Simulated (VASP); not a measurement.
# NiO (Fm-3m) in VASP: a series of runs

NiO is run at these levels: PBEsol, PBE, LDA, RPBE; tasks: single point.

All numbers are computed with VASP 6.6.1; they aren't measurements. Logs are shortened: lines on timing, memory, paths and dates and some standing lists are left out, and cuts for length are marked.

## (1) The cell of the first run

The structure is cubic, space group Fm-3m (No. 225). The conventional cell has a = 4.172 Å, b = 4.172 Å, c = 4.172 Å, α = 90.00°, β = 90.00°, γ = 90.00°. Within 2.8 Å of Ni (site symmetry m-3m) lie 6 O at 2.09 Å. Within 2.8 Å of O (site symmetry m-3m) lie 6 Ni at 2.09 Å.

## (2) Single point, PBEsol, collinear spin, ferromagnetic start

The input, INCAR:

```
PREC = Accurate ; ENCUT = 520
EDIFF = 1E-6 ; ISMEAR = 0
SIGMA = 0.05 ; LREAL = False
LASPH = True ; NELM = 150
ALGO = Normal ; ISIF = 2
LWAVE = False ; LCHARG = False
ISPIN = 2 ; MAGMOM = 1 0
LORBIT = 11 ; LMAXMIX = 4
GGA = PS ; NBANDS = 19
```

The input, KPOINTS:

```
Automatic mesh
0
Gamma
  11 11 11
```

The input, POSCAR:

```
NiO
1.0
    0.0000000000      2.0859016414      2.0859016414
    2.0859016414      0.0000000000      2.0859016414
    2.0859016414      2.0859016414      0.0000000000
Ni O
1 1
Direct
    0.0000000000      0.0000000000      0.0000000000
    0.5000000000      0.5000000000      0.5000000000
```

Potentials or basis: VASP PAW PBE potentials, release 64 (Ni, O).

On the command line:

```sh
cat potpaw_PBE.64/Ni/POTCAR potpaw_PBE.64/O/POTCAR > POTCAR
mpirun -np 1 vasp_std > vasp.out
```

OUTCAR:

```text
PREC = Accurate
   ENCUT = 520
   EDIFF = 1E-6
   ISMEAR = 0
   LREAL = False
   LASPH = True
   NELM = 150
   ISIF = 2
   ISPIN = 2
   LORBIT = 11
   GGA = PS

 ion  position               nearest neighbor table
   1  0.000  0.000  0.000-   2 2.09   2 2.09   2 2.09   2 2.09   2 2.09   2 2.09
   2  0.500  0.500  0.500-   1 2.09   1 2.09   1 2.09   1 2.09   1 2.09   1 2.09

  LATTYP: Found a face centered cubic cell.
 ALAT       =     4.1718032828

  Lattice vectors:

 A1 = (   0.0000000000,   2.0859016414,   2.0859016414)
 A2 = (   2.0859016414,   0.0000000000,   2.0859016414)
 A3 = (   2.0859016414,   2.0859016414,   0.0000000000)

Analysis of symmetry for initial positions (statically):
=====================================================================
 Subroutine PRICEL returns:
 Original cell was already a primitive cell.

 Routine SETGRP: Setting up the symmetry group for a
 face centered cubic supercell.

 Subroutine GETGRP returns: Found 48 space group operations
 (whereof 48 operations were pure point group operations)
 out of a pool of 48 trial point group operations.

The static configuration has the point symmetry O_h .

Analysis of symmetry for dynamics (positions and initial velocities):
=====================================================================
 Subroutine PRICEL returns:
 Original cell was already a primitive cell.

 Routine SETGRP: Setting up the symmetry group for a
 face centered cubic supercell.

 Subroutine GETGRP returns: Found 48 space group operations
 (whereof 48 operations were pure point group operations)
 out of a pool of 48 trial point group operations.

The dynamic configuration has the point symmetry O_h .

Analysis of structural, dynamic, and magnetic symmetry:
=====================================================================
 Subroutine PRICEL returns:
 Original cell was already a primitive cell.

 Routine SETGRP: Setting up the symmetry group for a
 face centered cubic supercell.

 Subroutine GETGRP returns: Found 48 space group operations
 (whereof 48 operations were pure point group operations)
 out of a pool of 48 trial point group operations.

The overall configuration has the point symmetry O_h .

 Subroutine INISYM returns: Found 48 space group operations
 (whereof 48 operations are pure point group operations),
 and found     1 'primitive' translations

[... 110 lines left out ...]
   EFERMI_NEDOS =   21; number of points for ismear=-14 and -15
   IALGO  =     38    algorithm
   IMIX   =      4    mixing-type and parameters
     AMIX     =   0.40;   BMIX     =  1.00
     AMIX_MAG =   1.60;   BMIX_MAG =  1.00
  volume/ion in A,a.u.               =       9.08        61.25
  Fermi-wavevector in a.u.,A,eV,Ry     =   1.569680  2.966264 33.523312  2.463894
  Thomas-Fermi vector in A             =   2.671526
   LORBIT       =     11    0 simple, 1 ext, 2 COOP (PROOUT), +10 PAW based schemes
   GGA     = PS    functional components
   LHFCALC =     F    Hartree Fock is set to
   AEXX    =    0.0000 exact exchange contribution
   IVDW    =     0    specifies the selected vdW correction
   LEPSILON=     F    determine dielectric tensor
   LRPA    =     F    only Hartree local field effects (RPA)
 spin polarized calculation
 Gauss-broadening in eV      SIGMA  =   0.05
  energy-cutoff  :      520.00
  volume of cell :       18.15
 maximum number of plane-waves:       531
 NGX is ok and might be reduce to    24
   NGX = 11   NGY = 11   NGZ = 11

 number of electron      16.0000001 magnetization       1.3252930

 Free energy of the ion-electron system (eV)
  ---------------------------------------------------
  ext. energy  EPLUGINS =         0.00000000
  ---------------------------------------------------
  free energy    TOTEN  =       -12.38105219 eV

  energy without entropy =      -12.37893529  energy(sigma->0) =      -12.37999374

 E-fermi :   7.8233     XC(G=0): -12.9623

 val. band max:        7.8210812387   @ k =   0.3636   0.1818   0.0909
 cond. band min:       7.8391935699   @ k =   0.3636   0.0909   0.0000
 fundamental gap:      0.0181123311
 Fermi energy:         7.8232922036

 spin component 1

 k-point     1 :       0.0000    0.0000    0.0000
  band No.  band energies     occupation
      1     -12.6514      1.00000
      2       4.6578      1.00000
      3       4.6578      1.00000
      4       4.6578      1.00000
      5       5.1093      1.00000
      6       5.1094      1.00000
[... 517 lines left out ...]
     18      38.6354      0.00000
     19      39.7547      0.00000

 [... further k-points ...]

 spin component 2

 k-point     1 :       0.0000    0.0000    0.0000
  band No.  band energies     occupation
      1     -12.3393      1.00000
      2       5.0235      1.00000
      3       5.0235      1.00000
      4       5.0235      1.00000
      5       6.0704      1.00000
      6       6.0704      1.00000
[... 517 lines left out ...]
     18      38.9376      0.00000
     19      39.9457      0.00000

 [... further k-points ...]
[... 5 lines left out ...]
  --------------------------------------------------------------------------------------
  -------------------------------------------------------------------------------------
  Total       -0.8889121     -0.8889121     -0.8889121      0.0000000      0.0000000      0.0000000
  in kB      -78.4617378    -78.4617378    -78.4617378      0.0000000      0.0000000      0.0000000
  external PRESSURE =     -78.4617378 kB  Pullay stress =       0.0000000 kB

 VOLUME and BASIS-vectors are now :
 -----------------------------------------------------------------------------
  energy-cutoff  :      520.00
  volume of cell :       18.15
      direct lattice vectors                 reciprocal lattice vectors
     0.000000000  2.085901641  2.085901641    -0.239704495  0.239704495  0.239704495
     2.085901641  0.000000000  2.085901641     0.239704495 -0.239704495  0.239704495
     2.085901641  2.085901641  0.000000000     0.239704495  0.239704495 -0.239704495

 POSITION                                       TOTAL-FORCE (eV/Angst)
 -----------------------------------------------------------------------------------
      0.00000      0.00000      0.00000        -0.000000      0.000000      0.000000
      2.08590      2.08590      2.08590         0.000000     -0.000000     -0.000000
 -----------------------------------------------------------------------------------
    total drift:                                0.000000     -0.000000     -0.000000

  FREE ENERGIE OF THE ION-ELECTRON SYSTEM (eV)
  ---------------------------------------------------
  free  energy   TOTEN  =       -12.3810521940 eV

  energy  without entropy=      -12.3789352938  energy(sigma->0) =      -12.37999374

 total charge

# of ion       s       p       d       tot
------------------------------------------
    1        0.334   0.406   8.295   9.036
    2        1.557   3.374   0.000   4.931
--------------------------------------------------
tot          1.892   3.780   8.295  13.968

 magnetization (x)

# of ion       s       p       d       tot
------------------------------------------
    1        0.010   0.014   1.084   1.108
    2        0.023   0.162   0.000   0.186
--------------------------------------------------
tot          0.034   0.176   1.084   1.293
```

It used 36 s of CPU time on 1 thread of AMD EPYC 7R13 Processor (Zen 3), with other jobs on the host.

Results:

| Quantity | Value |
| --- | --- |
| Free energy | -12.3811 eV |
| Pressure | -7.8 GPa |
| Net moment | 1.33 μB per cell |
| Site moments | Ni +1.11; O +0.19 μB |
| Valence electrons inside the program's atomic spheres | Ni 9.04; O 4.93 |

Caveat: the PAW data sets were made with another functional, which shifts forces and pressure a little; a cell with one magnetic atom can't hold antiferromagnetic order, which such compounds often take; semilocal functionals often make such compounds metallic where correlation or magnetic order opens a gap, which also shifts bond lengths.

## (3) Single point, PBE, collinear spin, ferromagnetic start

The input, INCAR:

```
PREC = Accurate ; ENCUT = 520
EDIFF = 1E-6 ; ISMEAR = 0
SIGMA = 0.011 ; LREAL = F
LASPH = T ; NELM = 150
ALGO = Normal ; ISIF = 2
LWAVE = F ; LCHARG = F
ISPIN = 2 ; MAGMOM = 1 0
LORBIT = 11 ; LMAXMIX = 4
GGA = PE ; NBANDS = 19
```

KPOINTS is that of step 2.

POSCAR is that of step 2.

Potentials or basis: VASP PAW PBE potentials, release 64 (Ni, O).

On the command line:

```sh
cat potpaw_PBE.64/Ni/POTCAR potpaw_PBE.64/O/POTCAR > POTCAR
mpirun -np 1 vasp_std > vasp.out
```

It used 47 s of CPU time on 1 thread of AMD EPYC 7R13 Processor (Zen 3), on a shared host.

It converged, with:

| Quantity | Value |
| --- | --- |
| Free energy | -11.4671 eV |
| Pressure | 6.1 GPa |
| Net moment | 1.78 μB per cell |
| Site moments | Ni +1.46; O +0.28 μB |
| Valence electrons inside the program's atomic spheres | Ni 8.99; O 4.98 |

Levels at points of the mesh, in eV from the Fermi level:
Spin up:
```csv
k point,band 5,band 6,band 7,band 8,band 9,band 10,band 11,band 12,band 13,band 14
"(0.00, 0.00, 0.00)",-2.97,-2.97,-2.66,-2.66,-2.66,1.58,17.89,18.97,18.97,18.97
```
Spin down:
```
           k point  band 5  band 6  band 7  band 8  band 9  band 10
(0.00, 0.00, 0.00)   -1.84   -1.84   -1.84   -0.58   -0.58     1.94
```

Caveat: a cell with one magnetic atom can't hold antiferromagnetic order, which such compounds often take; semilocal functionals often make such compounds metallic where correlation or magnetic order opens a gap, which also shifts bond lengths. With open d or f shells a metallic result of PBE can be an artefact of self-interaction; +U or a hybrid may open a gap.

## (4) Single point, LDA, collinear spin, ferromagnetic start

The input, INCAR:

```
SYSTEM = NiO
ALGO     = Normal         ! electronic algorithm
EDIFF    = 1E-6           ! SCF threshold, eV
ENCUT    = 520            ! plane-wave cutoff, eV
ISIF     = 2              ! what is computed and relaxed
ISMEAR   = -1             ! smearing method
ISPIN    = 2              ! spin polarisation
LASPH    = .TRUE.         ! aspherical terms in the spheres
LCHARG   = .FALSE.        ! write CHGCAR
LMAXMIX  = 4              ! l up to which the mixer works
LORBIT   = 11             ! projections on sites
LREAL    = .FALSE.        ! projectors in reciprocal space
LWAVE    = .FALSE.        ! write WAVECAR
MAGMOM   = 1 0            ! initial moments
NBANDS   = 19             ! bands
NELM     = 150            ! most SCF steps
PREC     = Accurate       ! precision mode
SIGMA    = 0.05           ! smearing width, eV
```

The input, KPOINTS:

```
k-points
0
G
  11 11 11
  0 0 0
```

POSCAR is that of step 3.

Potentials or basis: VASP PAW LDA potentials, release 64 (Ni, O).

On the command line:

```sh
cat potpaw_LDA.64/Ni/POTCAR potpaw_LDA.64/O/POTCAR > POTCAR
mpirun -np 1 vasp_std > vasp.out
```

Wall time 62 s (1 thread of AMD EPYC 7R13 (Zen 3), shared host); peak memory 0.12 GiB.

The run converged. Its results:

```yaml
Free_energy: -13.2953 eV
Pressure: -19.6 GPa
Net_moment: 0.24 μB per cell
Site_moments: Ni +0.20; O +0.03 μB
Valence_electrons_inside_the_program's_atomic_spheres: Ni 9.09; O 4.90
```

Levels at points of the mesh, in eV from the Fermi level:
Spin up:
| k point | band 6 | band 7 | band 8 | band 9 | band 10 | band 11 |
| --- | --- | --- | --- | --- | --- | --- |
| (0.00, 0.00, 0.00) | -1.87 | -1.87 | -1.74 | -1.74 | 1.72 | 17.79 |
Spin down:
| k point | band 5 | band 6 | band 7 | band 8 | band 9 | band 10 | band 11 | band 12 |
| --- | --- | --- | --- | --- | --- | --- | --- | --- |
| (0.00, 0.00, 0.00) | -1.73 | -1.73 | -1.73 | -1.48 | -1.48 | 1.76 | 17.80 | 19.10 |

Caveat: semilocal functionals often make such compounds metallic where correlation or magnetic order opens a gap, which also shifts bond lengths.

## (5) Single point, RPBE, collinear spin, ferromagnetic start

The input, INCAR:

```
ALGO     = Normal         # electronic algorithm
EDIFF    = 1E-6           # SCF threshold, eV
ENCUT    = 520            # plane-wave cutoff, eV
GGA      = RP             # functional
ISIF     = 2              # what is computed and relaxed
ISMEAR   = 0              # smearing method
ISPIN    = 2              # spin polarisation
LASPH    = True           # aspherical terms in the spheres
LCHARG   = False          # write CHGCAR
LMAXMIX  = 4              # l up to which the mixer works
LORBIT   = 11             # projections on sites
LREAL    = False          # projectors in reciprocal space
LWAVE    = False          # write WAVECAR
MAGMOM   = 1 0            # initial moments
NBANDS   = 19             # bands
NELM     = 150            # most SCF steps
PREC     = Accurate       # precision mode
SIGMA    = 0.1            # smearing width, eV
```

The input, KPOINTS:

```
k-points
0
Gamma
  11 11 11
```

The input, POSCAR:

```
NiO
1.0
    2.9499103900      0.0000000000      0.0000000000
    1.4749551950      2.5546973366      0.0000000000
    1.4749551950      0.8515657789      2.4085917475
Ni O
1 1
Direct
    0.0000000000      0.0000000000      0.0000000000
    0.5000000000      0.5000000000      0.5000000000
```

Potentials or basis: VASP PAW PBE potentials, release 64 (Ni, O).

On the command line:

```sh
cat potpaw_PBE.64/Ni/POTCAR potpaw_PBE.64/O/POTCAR > POTCAR
mpirun -np 1 vasp_std > vasp.out
```

OUTCAR:

```text
EDIFF = 1E-6
   ENCUT = 520
   GGA = RP
   ISIF = 2
   ISMEAR = 0
   ISPIN = 2
   LASPH = True
   LORBIT = 11
   LREAL = False
   NELM = 150
   PREC = Accurate

 ion  position               nearest neighbor table
   1  0.000  0.000  0.000-   2 2.09   2 2.09   2 2.09   2 2.09   2 2.09   2 2.09
   2  0.500  0.500  0.500-   1 2.09   1 2.09   1 2.09   1 2.09   1 2.09   1 2.09

  LATTYP: Found a face centered cubic cell.
 ALAT       =     4.1718032813

  Lattice vectors:

 A1 = (   2.9499103900,   0.0000000000,   0.0000000000)
 A2 = (   1.4749551950,   2.5546973366,   0.0000000000)
 A3 = (   1.4749551950,   0.8515657789,   2.4085917475)
[... 1270 lines left out ...]

 VOLUME and BASIS-vectors are now :
 -----------------------------------------------------------------------------
  energy-cutoff  :      520.00
  volume of cell :       18.15
      direct lattice vectors                 reciprocal lattice vectors
     2.949910390  0.000000000  0.000000000     0.338993348 -0.195717901 -0.138393455
     1.474955195  2.554697337  0.000000000     0.000000000  0.391435802 -0.138393455
     1.474955195  0.851565779  2.408591748     0.000000000  0.000000000  0.415180365

 POSITION                                       TOTAL-FORCE (eV/Angst)
 -----------------------------------------------------------------------------------
      0.00000      0.00000      0.00000         0.000000     -0.000000      0.000000
      2.94991      1.70313      1.20430        -0.000000      0.000000      0.000000
 -----------------------------------------------------------------------------------
    total drift:                               -0.000000      0.000000     -0.000000

  FREE ENERGIE OF THE ION-ELECTRON SYSTEM (eV)
  ---------------------------------------------------
  free  energy   TOTEN  =       -10.5774869611 eV

  energy  without entropy=      -10.5726494547  energy(sigma->0) =      -10.57506821

 total charge

# of ion       s       p       d       tot
------------------------------------------
    1        0.331   0.406   8.234   8.970
    2        1.561   3.441   0.000   5.002
--------------------------------------------------
tot          1.892   3.847   8.234  13.973

 magnetization (x)

# of ion       s       p       d       tot
------------------------------------------
    1        0.011   0.014   1.462   1.487
    2        0.028   0.249   0.000   0.278
--------------------------------------------------
tot          0.039   0.264   1.462   1.765
```

OSZICAR:

```text
N       E                     dE             d eps       ncg     rms          rms(c)
DAV:   1     0.851536222944E+02    0.85154E+02   -0.70181E+03  4536   0.103E+03
DAV:   2    -0.752228685575E+01   -0.92676E+02   -0.80949E+02  4371   0.235E+02
DAV:   3    -0.126193324027E+02   -0.50970E+01   -0.48050E+01  4888   0.554E+01
DAV:   4    -0.126658842321E+02   -0.46552E-01   -0.46488E-01  4705   0.520E+00
DAV:   5    -0.126666193436E+02   -0.73511E-03   -0.73503E-03  4900   0.645E-01    0.141E+01
DAV:   6    -0.117642966960E+02    0.90232E+00   -0.10220E+01  5583   0.560E+01    0.163E+01
DAV:   7    -0.105677981051E+02    0.11965E+01   -0.42230E+00  5418   0.460E+01    0.616E+00
DAV:   8    -0.105591257801E+02    0.86723E-02   -0.20752E-01  5470   0.816E+00    0.395E+00
DAV:   9    -0.105760899729E+02   -0.16964E-01   -0.54002E-02  5960   0.450E+00    0.138E+00
DAV:  10    -0.105753872686E+02    0.70270E-03   -0.14591E-02  6154   0.187E+00    0.553E-01
DAV:  11    -0.105775722307E+02   -0.21850E-02   -0.18274E-03  5267   0.614E-01    0.282E-01
DAV:  12    -0.105772045692E+02    0.36766E-03   -0.18391E-03  5509   0.120E+00    0.141E-01
DAV:  13    -0.105774171103E+02   -0.21254E-03   -0.31669E-04  4988   0.203E-01    0.120E-01
DAV:  14    -0.105774678037E+02   -0.50693E-04   -0.80353E-05  5483   0.205E-01    0.357E-02
DAV:  15    -0.105774836862E+02   -0.15882E-04   -0.21865E-05  5340   0.478E-02    0.243E-02
DAV:  16    -0.105774867716E+02   -0.30853E-05   -0.59373E-06  5136   0.649E-02    0.323E-03
DAV:  17    -0.105774869611E+02   -0.18954E-06   -0.11528E-06  3031   0.984E-03
   1 F= -.10577487E+02 E0= -.10575068E+02  d E =-.483751E-02  mag=     1.8073
```

It took 24 s on 1 thread of Intel Xeon Platinum 8559C (Emerald Rapids), shared host; peak memory 0.17 GiB.

Results:

| Item | Value |
| --- | --- |
| Free energy | -10.5775 eV |
| Pressure | 13.0 GPa |
| Net moment | 1.81 μB per cell |
| Site moments | Ni +1.49; O +0.28 μB |
| Valence electrons inside the program's atomic spheres | Ni 8.97; O 5.00 |

Levels at points of the mesh, in eV from the Fermi level:
Spin up:
```tsv
k point	band 6	band 7	band 8	band 9	band 10	band 11	band 12	band 13
(0.00, 0.00, 0.00)	-2.99	-2.73	-2.73	-2.73	1.60	17.93	18.98	18.98
```
Spin down:
```csv
k point,band 3,band 4,band 5,band 6,band 7,band 8,band 9,band 10,band 11,band 12
"(0.00, 0.00, 0.00)",-2.45,-2.45,-1.89,-1.89,-1.89,-0.51,-0.51,1.95,17.83,19.18
```

Caveat: the PAW data sets were made with another functional, which shifts forces and pressure a little; a cell with one magnetic atom can't hold antiferromagnetic order, which such compounds often take; semilocal functionals often make such compounds metallic where correlation or magnetic order opens a gap, which also shifts bond lengths.

## (6) Summary

| level | potentials or basis | smearing | gap on the mesh (eV) | pressure (GPa) | moment (μB) |
| --- | --- | --- | --- | --- | --- |
| PBEsol | VASP PAW PBE potentials, release 64 (Ni, O) | gaussian 0.05 eV | none | -7.8 | 1.33 |
| PBE | VASP PAW PBE potentials, release 64 (Ni, O) | gaussian 0.011 eV | none | 6.1 | 1.78 |
| LDA | VASP PAW LDA potentials, release 64 (Ni, O) | fermi-dirac 0.05 eV | none | -19.6 | 0.24 |
| RPBE | VASP PAW PBE potentials, release 64 (Ni, O) | gaussian 0.1 eV | none | 13.0 | 1.81 |

Alike in all rows: task single point; spin collinear, ferromagnetic start; cell a = 2.950 Å, angles 60.0°, 2 atoms; k mesh 11 × 11 × 11; cutoff (eV) 520.

Caveats: semilocal functionals often make such compounds metallic where correlation or magnetic order opens a gap, which also shifts bond lengths; a cell with one magnetic atom can't hold antiferromagnetic order, which such compounds often take (some runs); the PAW data sets were made with another functional, which shifts forces and pressure a little (some runs).

Total energies depend on the potentials used, so only differences within one code and one set of settings carry meaning.
